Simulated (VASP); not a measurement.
# Ga3As3CO in VASP: notebook

Runs on Ga3As3CO. Level: PBE+D3(BJ). Tasks: single point.

All numbers are computed with VASP 6.6.1; they aren't measurements. Logs are shortened: lines on timing, memory, paths and dates and some standing lists are left out, and cuts for length are marked.

## 1. The cell of the first run

The cell holds a slab with vacuum, 8 atoms: a = 4.014 Å, b = 5.676 Å, c = 23.335 Å, α = 90.00°, β = 90.00°, γ = 90.00°.

## 2. Single point, PBE+D3(BJ)

INCAR

```
PREC     = Accurate       # precision mode
ENCUT    = 520            # plane-wave cutoff, eV
EDIFF    = 1E-6           # SCF threshold, eV
ISMEAR   = 0              # smearing method
SIGMA    = 0.05           # smearing width, eV
LREAL    = F              # projectors in reciprocal space
LASPH    = T              # aspherical terms in the spheres
NELM     = 120            # most SCF steps
ALGO     = Normal         # electronic algorithm
ISIF     = 2              # what is computed and relaxed
LWAVE    = F              # write WAVECAR
LCHARG   = F              # write CHGCAR
LDIPOL   = T            
IDIPOL   = 3            
DIPOL    = 0.5 0.5 0.320
GGA      = PE             # functional
IVDW     = 12             # dispersion correction
NBANDS   = 57             # bands
GGA_COMPAT= F            
NELMDL   = -8
```

KPOINTS

```
regular mesh
0
Gamma
  7 5 1
```

POSCAR

```
Ga3As3CO
1.0
    4.0137031111      0.0000000000      0.0000000000
    0.0000000000      5.6762333751      0.0000000000
    0.0000000000      0.0000000000     23.3352699083
Ga As O C
3 3 1 1
Direct
    0.5000000000      0.5000000000      0.1714143447
    0.0000000000      0.0653835255      0.2680035048
    0.5000000000      0.4894639609      0.3228546357
    0.0000000000      0.2500000000      0.1714143447
    0.5000000000      0.8102208698      0.2504948966
    0.0000000000      0.2887573198      0.3593388866
    0.0000000000      0.7887573198      0.4836142866
    0.0000000000      0.7887573198      0.5328959107
```

Potentials or basis: VASP PAW PBE potentials, release 64 (Ga_d, As_d, O, C).

Launch:

```console
> cat potpaw_PBE.64/Ga_d/POTCAR potpaw_PBE.64/As_d/POTCAR potpaw_PBE.64/O/POTCAR potpaw_PBE.64/C/POTCAR > POTCAR
> mpirun -np 1 vasp_std > vasp.out
```

OUTCAR:

```text
PREC = Accurate
   ENCUT = 520
   EDIFF = 1E-6
   ISMEAR = 0
   LREAL = F
   LASPH = T
   NELM = 120
   ISIF = 2
   GGA = PE
   IVDW = 12
   NELMDL = -8
 IVDW          = 12

 ion  position               nearest neighbor table
   1  0.500  0.500  0.171-   4 2.46   4 2.46   5 2.55
   2  0.000  0.065  0.268-   6 2.48   4 2.49   5 2.51   5 2.51
   3  0.500  0.489  0.323-   6 2.46   6 2.46   5 2.48
   4  0.000  0.250  0.171-   1 2.46   1 2.46   2 2.49
   5  0.500  0.810  0.250-   3 2.48   2 2.51   2 2.51   1 2.55
   6  0.000  0.289  0.359-   3 2.46   3 2.46   2 2.48
   7  0.000  0.789  0.484-   8 1.15
   8  0.000  0.789  0.533-   7 1.15

  LATTYP: Found a simple orthorhombic cell.
 ALAT       =     4.0137031111
 B/A-ratio  =     1.4142135624
 C/A-ratio  =     5.8139003465

  Lattice vectors:

 A1 = (   4.0137031111,   0.0000000000,   0.0000000000)
 A2 = (   0.0000000000,   5.6762333751,   0.0000000000)
 A3 = (   0.0000000000,   0.0000000000,  23.3352699083)

Analysis of symmetry for initial positions (statically):
=====================================================================
 Subroutine PRICEL returns:
 Original cell was already a primitive cell.

 Routine SETGRP: Setting up the symmetry group for a
 simple orthorhombic supercell.

 Subroutine GETGRP returns: Found  2 space group operations
 (whereof  2 operations were pure point group operations)
 out of a pool of  8 trial point group operations.

The static configuration has the point symmetry C_1h.

Analysis of symmetry for dynamics (positions and initial velocities):
=====================================================================
 Subroutine PRICEL returns:
 Original cell was already a primitive cell.

 Routine SETGRP: Setting up the symmetry group for a
 simple orthorhombic supercell.

 Subroutine GETGRP returns: Found  2 space group operations
 (whereof  2 operations were pure point group operations)
 out of a pool of  8 trial point group operations.

The dynamic configuration has the point symmetry C_1h.

 Subroutine INISYM returns: Found  2 space group operations
 (whereof  2 operations are pure point group operations),
 and found     1 'primitive' translations

----------------------------------------------------------------------------------------

                                     Primitive cell

  volume of cell :     531.6408

  direct lattice vectors                    reciprocal lattice vectors
     4.013703111  0.000000000  0.000000000     0.249146480  0.000000000  0.000000000
     0.000000000  5.676233375  0.000000000     0.000000000  0.176173165  0.000000000
     0.000000000  0.000000000 23.335269908     0.000000000  0.000000000  0.042853586

  length of vectors
     4.013703111  5.676233375 23.335269908     0.249146480  0.176173165  0.042853586

  position of ions in fractional coordinates (direct lattice)
     0.500000000  0.500000000  0.171414345
     0.000000000  0.065383526  0.268003505
     0.500000000  0.489463961  0.322854636
     0.000000000  0.250000000  0.171414345
     0.500000000  0.810220870  0.250494897
     0.000000000  0.288757320  0.359338887
     0.000000000  0.788757320  0.483614287
     0.000000000  0.788757320  0.532895911

  ion indices of the primitive-cell ions
   primitive index   ion index
                 1           1
                 2           2
                 3           3
                 4           4
                 5           5
                 6           6
                 7           7
                 8           8

----------------------------------------------------------------------------------------

 KPOINTS: regular mesh

Automatic generation of k-mesh.
 Grid dimensions read from file:
 generate k-points for:    7    5    1

 Generating k-lattice:

  Cartesian coordinates                     Fractional coordinates (reciprocal lattice)
     0.035592354  0.000000000  0.000000000     0.142857143  0.000000000  0.000000000
     0.000000000  0.035234633  0.000000000     0.000000000  0.200000000  0.000000000
     0.000000000  0.000000000  0.042853586     0.000000000  0.000000000  1.000000000

  Length of vectors
     0.035592354  0.035234633  0.042853586

  Shift w.r.t. Gamma in fractional coordinates (k-lattice)
     0.000000000  0.000000000  0.000000000

 Subroutine IBZKPT returns following result:
 ===========================================

 Found     12 irreducible k-points:

 Following reciprocal coordinates:
            Coordinates               Weight
  0.000000  0.000000  0.000000      1.000000
  0.142857  0.000000  0.000000      2.000000
  0.285714  0.000000  0.000000      2.000000
  0.428571  0.000000  0.000000      2.000000
  0.000000  0.200000  0.000000      2.000000
  0.142857  0.200000  0.000000      4.000000
  0.285714  0.200000  0.000000      4.000000
  0.428571  0.200000  0.000000      4.000000
  0.000000  0.400000  0.000000      2.000000
  0.142857  0.400000  0.000000      4.000000
  0.285714  0.400000  0.000000      4.000000
  0.428571  0.400000  0.000000      4.000000
   k-points           NKPTS =     12   k-points in BZ     NKDIM =     12   number of bands    NBANDS=     57
   number of dos      NEDOS =    301   number of ions     NIONS =      8
   total plane-waves  NPLWV = 226800
   dimension x,y,z NGX =    30 NGY =   42 NGZ =  180
   dimension x,y,z NGXF=    60 NGYF=   84 NGZF=  360
   ions per type =               3   3   1   1
   NGX,Y,Z   is equivalent  to a cutoff of  12.43, 12.30, 12.82 a.u.
   NGXF,Y,Z  is equivalent  to a cutoff of  24.85, 24.60, 25.65 a.u.
 SYSTEM =  unknown system
   PREC   = accura    normal or accurate (medium, high low for compatibility)
   ISTART =      0    job   : 0-new  1-cont  2-samecut
   ICHARG =      2    charge: 1-file 2-atom 10-const
   ISPIN  =      1    spin polarized calculation?
   LNONCOLLINEAR =      F non collinear calculations
   LSORBIT =      F    spin-orbit coupling
   LASPH  =      T    aspherical Exc in radial PAW
   ENCUT  =  520.0 eV  38.22 Ry    6.18 a.u.   7.46 10.55 43.39*2*pi/ulx,y,z
   NELM   =    120;   NELMIN=  2; NELMDL= -8     # of ELM steps
   EDIFF  = 0.1E-05   stopping-criterion for ELM
   LREAL  =      F    real-space projection
[... 7 lines left out ...]
   TEBEG  =    0.0;   TEEND  =   0.0 temperature during run
   PSTRESS=    0.0 pullay stress
   NELECT =      94.0000    total number of electrons
   NUPDOWN=      -1.0000    fix difference up-down
   EMIN   =  10.00;   EMAX   =-10.00  energy-range for DOS
   EFERMI =   0.00;   METHOD = LEGACY
   ISMEAR =     0;   SIGMA  =   0.05  broadening in eV -4-tet -1-fermi 0-gaus
   EFERMI_NEDOS =   21; number of points for ismear=-14 and -15
   IALGO  =     38    algorithm
   IMIX   =      4    mixing-type and parameters
     AMIX     =   0.40;   BMIX     =  1.00
     AMIX_MAG =   1.60;   BMIX_MAG =  1.00
  volume/ion in A,a.u.               =      66.46       448.46
  Fermi-wavevector in a.u.,A,eV,Ry     =   0.918850  1.736375 11.487202  0.844286
  Thomas-Fermi vector in A             =   2.043978
   LORBIT       =      0    0 simple, 1 ext, 2 COOP (PROOUT), +10 PAW based schemes
   GGA     = PE    functional components
   LHFCALC =     F    Hartree Fock is set to
   AEXX    =    0.0000 exact exchange contribution
   IVDW    =    12    specifies the selected vdW correction
   LEPSILON=     F    determine dielectric tensor
   LRPA    =     F    only Hartree local field effects (RPA)
 non-spin polarized calculation
 Gauss-broadening in eV      SIGMA  =   0.05
  energy-cutoff  :      520.00
  volume of cell :      531.64
 maximum number of plane-waves:     14367
 NGX is ok and might be reduce to    30
   NGX = 15   NGY = 21   NGZ = 87

 dipolmoment           0.000000      0.000000     -0.002554 electrons x Angstroem

 number of electron      93.9999977 magnetization

 dipolmoment           0.000000      0.000000      0.059713 electrons x Angstroem

 Free energy of the ion-electron system (eV)
  ---------------------------------------------------
  ext. energy  EPLUGINS =         0.00000000
  ---------------------------------------------------
  free energy    TOTEN  =       -37.59520407 eV

  energy without entropy =      -37.59520407  energy(sigma->0) =      -37.59520407

 E-fermi :  -2.3020     XC(G=0):  -3.8803

 val. band max:       -2.5015643164   @ k =   0.0000   0.0000   0.0000
 cond. band min:      -2.0972930935   @ k =   0.4286   0.0000   0.0000
 fundamental gap:      0.4042712229
 Fermi energy:        -2.3019530472

 k-point     1 :       0.0000    0.0000    0.0000
  band No.  band energies     occupation
      1     -37.7297      2.00000
      2     -37.7183      2.00000
      3     -37.7136      2.00000
      4     -37.6998      2.00000
      5     -37.6984      2.00000
      6     -37.3105      2.00000
[... 49 lines left out ...]
     56       1.9162      0.00000
     57       2.0656      0.00000

 k-point     2 :       0.1429    0.0000    0.0000
  band No.  band energies     occupation
      1     -37.7297      2.00000
      2     -37.7183      2.00000
      3     -37.7137      2.00000
      4     -37.6996      2.00000
      5     -37.6984      2.00000
      6     -37.3103      2.00000
[... 49 lines left out ...]
     56       1.7617      0.00000
     57       2.0308      0.00000

 k-point     3 :       0.2857    0.0000    0.0000
  band No.  band energies     occupation
      1     -37.7296      2.00000
      2     -37.7183      2.00000
      3     -37.7138      2.00000
      4     -37.6991      2.00000
      5     -37.6986      2.00000
      6     -37.3098      2.00000
[... 474 lines left out ...]
      1     -37.7296      2.00000
      2     -37.7183      2.00000
      3     -37.7138      2.00000
      4     -37.6991      2.00000
      5     -37.6986      2.00000
      6     -37.3098      2.00000
[... 49 lines left out ...]
     56       2.4452      0.00000
     57       2.9595      0.00000

 k-point    12 :       0.4286    0.4000    0.0000
  band No.  band energies     occupation
      1     -37.7295      2.00000
      2     -37.7183      2.00000
      3     -37.7139      2.00000
      4     -37.6987      2.00000
      5     -37.6987      2.00000
      6     -37.3094      2.00000
[... 49 lines left out ...]
     56       2.5185      0.00000
     57       2.8391      0.00000

------------------------ aborting loop because EDIFF is reached ----------------------------------------

 vacuum level on the upper side and lower side of the slab       (xc-potential included)         0.068        -0.391

 Edisp (eV)   -1.26934

 E8    (eV) :    -0.5745

  FORCE on cell =-STRESS in cart. coord.  units (eV):
  Direction    XX          YY          ZZ          XY          YZ          ZX
  --------------------------------------------------------------------------------------
  -------------------------------------------------------------------------------------
  Total      -2.19533    -2.69201    -0.97026     0.00000    -0.04116     0.00000
  in kB      -6.61596    -8.11278    -2.92403     0.00000    -0.12404     0.00000
  external pressure =       -5.88 kB  Pullay stress =        0.00 kB

 VOLUME and BASIS-vectors are now :
 -----------------------------------------------------------------------------
  energy-cutoff  :      520.00
  volume of cell :      531.64
      direct lattice vectors                 reciprocal lattice vectors
     4.013703111  0.000000000  0.000000000     0.249146480  0.000000000  0.000000000
     0.000000000  5.676233375  0.000000000     0.000000000  0.176173165  0.000000000
     0.000000000  0.000000000 23.335269908     0.000000000  0.000000000  0.042853586

 POSITION                                       TOTAL-FORCE (eV/Angst)
 -----------------------------------------------------------------------------------
      2.00685      2.83812      4.00000         0.000000     -0.319374      1.036903
      0.00000      0.37113      6.25393         0.000000     -0.008421      0.020721
      2.00685      2.77831      7.53390         0.000000      0.006002      0.018163
      0.00000      1.41906      4.00000         0.000000      0.324714     -1.049919
      2.00685      4.59900      5.84537         0.000000      0.004949     -0.011058
      0.00000      1.63905      8.38527         0.000000     -0.000515      0.021944
      0.00000      4.47717     11.28527         0.000000     -0.011269      0.691177
      0.00000      4.47717     12.43527         0.000000      0.003915     -0.727930
 -----------------------------------------------------------------------------------
    total drift:                                0.000000      0.003652     -0.003375

  FREE ENERGIE OF THE ION-ELECTRON SYSTEM (eV)
  ---------------------------------------------------
  free  energy   TOTEN  =       -38.8645423788 eV

  energy  without entropy=      -38.8645423786  energy(sigma->0) =      -38.86454238

 vacuum level on the upper side and lower side of the slab         2.491         2.024
```

It took 14 min on 1 thread of Intel Xeon Platinum 8488C (Sapphire Rapids), shared host; peak memory 0.73 GiB.

Results:

```
Free energy                : -38.8645 eV
Largest force              : 1.099 eV/Å
Band gap on the k mesh     : 0.40 eV (least direct gap 0.76 eV)
Dispersion energy per atom : -0.159 eV
```

Forces in eV/Å, atoms in the order of the input:
```
Ga   0.000 -0.319  1.037
Ga   0.000 -0.008  0.021
Ga   0.000  0.006  0.018
As   0.000  0.325 -1.050
As   0.000  0.005 -0.011
As   0.000 -0.001  0.022
O    0.000 -0.011  0.691
C    0.000  0.004 -0.728
```

Levels at points of the mesh, in eV from the valence-band top:
```tsv
k point	band 43	band 44	band 45	band 46	band 47	band 48	band 49	band 50	band 51	band 52
(0.00, 0.00, 0.00)	-1.97	-1.32	-0.88	-0.85	0.00	0.76	1.62	2.31	2.54	2.90
```

(Continued in part 2 of 2.)
